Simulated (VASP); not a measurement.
# Si3N4 in VASP: single point with PBE

Aim: the single point of Si3N4 with PBE.

Everything below comes from runs of VASP 6.6.1. Logs are shortened: lines on timing, memory, paths and dates and some standing lists are left out, and cuts for length are marked.

**1. The cell of the first run**

The cell holds a disordered packing, 21 atoms: a = 6.744 Å, b = 6.746 Å, c = 5.396 Å, α = 83.52°, β = 86.07°, γ = 87.59°.

**2. Single point, PBE**

Contents of INCAR:

```
SYSTEM = Si3N4
PREC     = Accurate       ! precision mode
ENCUT    = 520            ! plane-wave cutoff, eV
EDIFF    = 1E-7           ! SCF threshold, eV
ISMEAR   = 0              ! smearing method
SIGMA    = 0.02           ! smearing width, eV
LREAL    = Auto         
LASPH    = .TRUE.         ! aspherical terms in the spheres
NELM     = 80             ! most SCF steps
ALGO     = Normal         ! electronic algorithm
ISIF     = 2              ! what is computed and relaxed
LWAVE    = .FALSE.        ! write WAVECAR
LCHARG   = .FALSE.        ! write CHGCAR
GGA      = PE             ! functional
NBANDS   = 64             ! bands
```

Contents of KPOINTS:

```
Automatic mesh
0
G
  4 4 4
  0 0 0
```

Contents of POSCAR:

```
Si3N4
1.0
    6.7396660000      0.1429470000      0.1810910000
    0.1318490000      6.7374060000      0.3175410000
    0.2176060000      0.3521190000      5.3804230000
Si N
9 12
Direct
    0.1720657075      0.6855919428      0.6275740701
    0.5255718622      0.9581312363      0.4517796159
    0.1891007543      0.3137618125      0.3811714272
    0.8975243938      0.6294708357      0.2121870855
    0.7658648082      0.2700969657      0.6563041561
    0.6115798495      0.6029684246      0.7718239175
    0.0544047049      0.2768111015      0.8734564527
    0.4602185469      0.1416267029      0.0090390844
    0.2102947320      0.8517978781      0.0613445955
    0.1897065078      0.4291713800      0.6383189158
    0.0234129454      0.3817721474      0.1652302031
    0.7212153765      0.0508023437      0.5588106602
    0.2340336212      0.0868681600      0.9037364095
    0.3736041321      0.1541101397      0.3245286458
    0.0834941025      0.7743481745      0.3421826676
    0.7711549462      0.5291966458      0.5198870771
    0.5291681318      0.8719136434      0.1276955724
    0.6707228964      0.7192971196      0.0419889743
    0.5806704240      0.3457832163      0.8812598499
    0.4194812158      0.7604220190      0.6462151382
    0.0561899747      0.7284204152      0.9049649497
```

Potentials or basis: VASP PAW PBE potentials, release 64 (Si, N).

Run with:

```bash
$ cat potpaw_PBE.64/Si/POTCAR potpaw_PBE.64/N/POTCAR > POTCAR
$ mpirun -np 1 vasp_std > vasp.out
```

OUTCAR:

```text
SYSTEM = Si3N4
   PREC = Accurate
   ENCUT = 520
   EDIFF = 1E-7
   ISMEAR = 0
   LREAL = Auto
   LASPH = .TRUE.
   NELM = 80
   ISIF = 2
   GGA = PE

 ion  position               nearest neighbor table
   1  0.172  0.686  0.628-  21 1.69  10 1.72  15 1.72  20 1.78   9 2.74   3 2.96   7 3.03   4 3.07
                             2 3.10   6 3.13   9 3.13
   2  0.526  0.958  0.452-  12 1.65  14 1.75  20 1.75  17 1.90   8 2.62   6 2.85   5 3.05   1 3.10

   3  0.189  0.314  0.381-  14 1.65  10 1.67  11 1.68   7 2.74   8 2.93   4 2.95   1 2.96   7 2.98
                             5 3.14
   4  0.898  0.629  0.212-  15 1.84  11 1.88  18 1.88  16 1.88  21 1.98   9 2.67   3 2.95   1 3.07

   5  0.766  0.270  0.656-  12 1.67  19 1.78  16 1.82   7 2.34   6 2.56   8 2.80   2 3.05   3 3.14

   6  0.612  0.603  0.772-  20 1.76  16 1.78  19 1.78  18 1.81   5 2.56   2 2.85   1 3.13
   7  0.054  0.277  0.873-  13 1.73  10 1.77  11 1.79   5 2.34   3 2.74   8 2.96   3 2.98   1 3.03
                             9 3.10
   8  0.460  0.142  0.009-  19 1.68  13 1.73  14 1.77  17 1.91   9 2.61   2 2.62   5 2.80   3 2.93
                             7 2.96
   9  0.210  0.852  0.061-  21 1.68  13 1.72  15 1.73  17 2.22   8 2.61   4 2.67   1 2.74   7 3.10
                             1 3.13
  10  0.190  0.429  0.638-   3 1.67   1 1.72   7 1.77
  11  0.023  0.382  0.165-   3 1.68   7 1.79   4 1.88
  12  0.721  0.051  0.559-   2 1.65   5 1.67
  13  0.234  0.087  0.904-   9 1.72   7 1.73   8 1.73
  14  0.374  0.154  0.325-   3 1.65   2 1.75   8 1.77
  15  0.083  0.774  0.342-   1 1.72   9 1.73   4 1.84
  16  0.771  0.529  0.520-   6 1.78   5 1.82   4 1.88
  17  0.529  0.872  0.128-  18 1.47   2 1.90   8 1.91   9 2.22
  18  0.671  0.719  0.042-  17 1.47   6 1.81   4 1.88
  19  0.581  0.346  0.881-   8 1.68   5 1.78   6 1.78
  20  0.419  0.760  0.646-   2 1.75   6 1.76   1 1.78
  21  0.056  0.728  0.905-   9 1.68   1 1.69   4 1.98

  LATTYP: Found a triclinic cell.
 ALAT       =     5.3963220642
 B/A-ratio  =     1.5101687482
 C/A-ratio  =     1.2496684981
 COS(alpha) =     0.0105913287
 COS(beta)  =     0.0684590162
 COS(gamma) =     0.5687286629

  Lattice vectors:

 A1 = (   0.2176060000,   0.3521190000,   5.3804230000)
 A2 = (   0.0857570000,  -6.3852870000,   5.0628820000)
 A3 = (   6.7396660000,   0.1429470000,   0.1810910000)

Analysis of symmetry for initial positions (statically):
=====================================================================
 Subroutine PRICEL returns:
 Original cell was already a primitive cell.

 Routine SETGRP: Setting up the symmetry group for a
 triclinic supercell.

 Subroutine GETGRP returns: Found  1 space group operations
[... 162 lines left out ...]
   ISYM   =      2    0-nonsym 1-usesym 2-fastsym
   POTIM  = 0.5000    time-step for ionic-motion
   TEBEG  =    0.0;   TEEND  =   0.0 temperature during run
   PSTRESS=    0.0 pullay stress
   NELECT =      96.0000    total number of electrons
   NUPDOWN=      -1.0000    fix difference up-down
   EMIN   =  10.00;   EMAX   =-10.00  energy-range for DOS
   EFERMI =   0.00;   METHOD = LEGACY
   ISMEAR =     0;   SIGMA  =   0.02  broadening in eV -4-tet -1-fermi 0-gaus
   EFERMI_NEDOS =   21; number of points for ismear=-14 and -15
   IALGO  =     38    algorithm
   IMIX   =      4    mixing-type and parameters
     AMIX     =   0.40;   BMIX     =  1.00
     AMIX_MAG =   1.60;   BMIX_MAG =  1.00
  volume/ion in A,a.u.               =      11.58        78.16
  Fermi-wavevector in a.u.,A,eV,Ry     =   1.200892  2.269357 19.621530  1.442142
  Thomas-Fermi vector in A             =   2.336716
   LORBIT       =      0    0 simple, 1 ext, 2 COOP (PROOUT), +10 PAW based schemes
   GGA     = PE    functional components
   LHFCALC =     F    Hartree Fock is set to
   AEXX    =    0.0000 exact exchange contribution
   IVDW    =     0    specifies the selected vdW correction
   LEPSILON=     F    determine dielectric tensor
   LRPA    =     F    only Hartree local field effects (RPA)
 non-spin polarized calculation
 Gauss-broadening in eV      SIGMA  =   0.02
  energy-cutoff  :      520.00
  volume of cell :      243.21
 maximum number of plane-waves:      6584
   NGX = 25   NGY = 25   NGZ = 21

 number of electron      96.0000001 magnetization

 Free energy of the ion-electron system (eV)
  ---------------------------------------------------
  ext. energy  EPLUGINS =         0.00000000
  ---------------------------------------------------
  free energy    TOTEN  =      -159.37923732 eV

  energy without entropy =     -159.37923732  energy(sigma->0) =     -159.37923732

 E-fermi :   6.1402     XC(G=0): -10.2751

 val. band max:        5.9752673447   @ k =   0.5000   0.5000  -0.0000
 cond. band min:       7.8600272263   @ k =   0.5000   0.5000   0.5000
 fundamental gap:      1.8847598816
 Fermi energy:         6.1402380000

 k-point     1 :       0.0000    0.0000    0.0000
  band No.  band energies     occupation
      1     -13.0143      2.00000
      2     -11.8651      2.00000
      3     -11.0291      2.00000
      4     -10.5679      2.00000
      5     -10.3411      2.00000
      6     -10.0248      2.00000
[... 1501 lines left out ...]
     59      11.8204      0.00000
     60      12.0952      0.00000

 [... further k-points ...]

 [bands above 60 left out]

------------------------ aborting loop because EDIFF is reached ----------------------------------------

  FORCE on cell =-STRESS in cart. coord.  units (eV):
  Direction    XX          YY          ZZ          XY          YZ          ZX
  --------------------------------------------------------------------------------------
  -------------------------------------------------------------------------------------
  Total       -0.2304682     -0.0625223     -0.3388145     -0.0020275      0.1458985      0.0413714
  in kB       -1.5182306     -0.4118714     -2.2319723     -0.0133562      0.9611200      0.2725379
  external PRESSURE =      -1.3873581 kB  Pullay stress =       0.0000000 kB

 VOLUME and BASIS-vectors are now :
 -----------------------------------------------------------------------------
  energy-cutoff  :      520.00
  volume of cell :      243.21
      direct lattice vectors                 reciprocal lattice vectors
     6.739666000  0.142947000  0.181091000     0.148587987 -0.002632709 -0.005837201
     0.131849000  6.737406000  0.317541000    -0.002900152  0.148935690 -0.009629725
     0.217606000  0.352119000  5.380423000    -0.004829923 -0.008701254  0.186623784

 POSITION                                       TOTAL-FORCE (eV/Angst)
 -----------------------------------------------------------------------------------
      1.38662      4.86469      3.62548        -0.012918      0.011517     -0.003389
      3.76682      6.68953      2.83019        -0.030496      0.005563     -0.001183
      1.39879      2.27519      2.18474         0.024850     -0.028769      0.013835
      6.17818      4.44401      1.50407        -0.017596      0.022459     -0.006667
      5.34010      2.16033      3.75565         0.001157     -0.019097     -0.048542
      4.36930      4.42164      4.45496        -0.012827      0.001727      0.008734
[... 13 lines left out ...]
      3.06804      5.41078      3.79434        -0.007100     -0.006391     -0.018277
      0.67167      5.23435      5.11057         0.001148     -0.045274     -0.036526
 -----------------------------------------------------------------------------------
    total drift:                                0.002397     -0.001081      0.004114

  FREE ENERGIE OF THE ION-ELECTRON SYSTEM (eV)
  ---------------------------------------------------
  free  energy   TOTEN  =      -159.3792373205 eV

  energy  without entropy=     -159.3792373205  energy(sigma->0) =     -159.37923732
```

OSZICAR:

```text
N       E                     dE             d eps       ncg     rms          rms(c)
DAV:   1     0.465772150044E+03    0.46577E+03   -0.46761E+04  4608   0.137E+03
DAV:   2    -0.139542244070E+03   -0.60531E+03   -0.57491E+03  5824   0.289E+02
DAV:   3    -0.183155592070E+03   -0.43613E+02   -0.43162E+02  5688   0.813E+01
DAV:   4    -0.184113711089E+03   -0.95812E+00   -0.95423E+00  5824   0.126E+01
DAV:   5    -0.184138071536E+03   -0.24360E-01   -0.24327E-01  5608   0.190E+00    0.343E+01
DAV:   6    -0.159645519820E+03    0.24493E+02   -0.91733E+01  5472   0.338E+01    0.154E+01
DAV:   7    -0.159543611474E+03    0.10191E+00   -0.53124E+00  5472   0.909E+00    0.759E+00
DAV:   8    -0.159389229268E+03    0.15438E+00   -0.49681E-01  5544   0.311E+00    0.310E+00
DAV:   9    -0.159372353629E+03    0.16876E-01   -0.94507E-02  5864   0.174E+00    0.547E-01
DAV:  10    -0.159376743643E+03   -0.43900E-02   -0.23776E-02  5272   0.706E-01    0.357E-01
DAV:  11    -0.159378242349E+03   -0.14987E-02   -0.41782E-03  5912   0.325E-01    0.179E-01
DAV:  12    -0.159379028225E+03   -0.78588E-03   -0.12780E-03  5328   0.177E-01    0.606E-02
DAV:  13    -0.159379212264E+03   -0.18404E-03   -0.30682E-04  5472   0.727E-02    0.255E-02
DAV:  14    -0.159379220518E+03   -0.82543E-05   -0.18963E-05  5544   0.228E-02    0.142E-02
DAV:  15    -0.159379235214E+03   -0.14696E-04   -0.20760E-05  5184   0.182E-02    0.470E-03
DAV:  16    -0.159379236576E+03   -0.13619E-05   -0.23514E-06  6016   0.747E-03    0.230E-03
DAV:  17    -0.159379237231E+03   -0.65480E-06   -0.85116E-07  5184   0.390E-03    0.139E-03
DAV:  18    -0.159379237320E+03   -0.89442E-07   -0.91452E-08  3768   0.137E-03
   1 F= -.15937924E+03 E0= -.15937924E+03  d E =-.498448E-33
```

Wall time 7.1 min (1 thread of Intel Xeon 6975P-C (Granite Rapids), shared host); peak memory 0.49 GiB.

Results:

- Free energy: -159.3792 eV
- Pressure: -0.1 GPa
- Largest force: 0.089 eV/Å
- Band gap on the k mesh: 1.88 eV (least direct gap 2.07 eV)

Forces in eV/Å, atoms in the order of the input:
```
Si  -0.013  0.012 -0.003
Si  -0.030  0.006 -0.001
Si   0.025 -0.029  0.014
Si  -0.018  0.022 -0.007
Si   0.001 -0.019 -0.049
Si  -0.013  0.002  0.009
Si   0.048 -0.008  0.008
Si  -0.024  0.019  0.001
Si  -0.010  0.018  0.023
N   -0.014  0.003  0.027
N   -0.009  0.008 -0.035
N    0.022  0.051  0.010
N   -0.018 -0.004 -0.006
N   -0.006 -0.026  0.015
N    0.035  0.036  0.038
N   -0.002 -0.002  0.027
N   -0.024  0.047  0.049
N    0.032 -0.072 -0.042
N    0.023 -0.013 -0.023
N   -0.007 -0.006 -0.018
N    0.001 -0.045 -0.037
```

Levels at points of the mesh, in eV from the valence-band top:
| k point | band 45 | band 46 | band 47 | band 48 | band 49 | band 50 | band 51 | band 52 |
| --- | --- | --- | --- | --- | --- | --- | --- | --- |
| (0.00, 0.00, 0.00) | -1.20 | -0.75 | -0.58 | -0.21 | 2.34 | 2.51 | 3.25 | 3.76 |
| (0.50, 0.00, 0.00) | -1.05 | -0.90 | -0.40 | -0.07 | 2.39 | 2.48 | 3.44 | 3.80 |
| (0.00, 0.50, 0.00) | -1.05 | -0.96 | -0.52 | -0.25 | 2.34 | 2.65 | 3.28 | 3.75 |
| (0.50, 0.50, 0.00) | -0.89 | -0.81 | -0.51 | 0.00 | 2.08 | 2.84 | 3.46 | 3.76 |
| (0.00, 0.00, 0.50) | -1.19 | -0.88 | -0.52 | -0.38 | 2.06 | 2.99 | 3.37 | 3.66 |
| (0.50, 0.00, 0.50) | -1.00 | -0.74 | -0.59 | -0.32 | 2.07 | 2.96 | 3.26 | 3.81 |
| (0.00, 0.50, 0.50) | -1.19 | -0.83 | -0.50 | -0.21 | 2.10 | 2.83 | 3.57 | 3.79 |
| (0.50, 0.50, 0.50) | -1.05 | -0.74 | -0.66 | -0.30 | 1.88 | 2.91 | 3.59 | 3.71 |
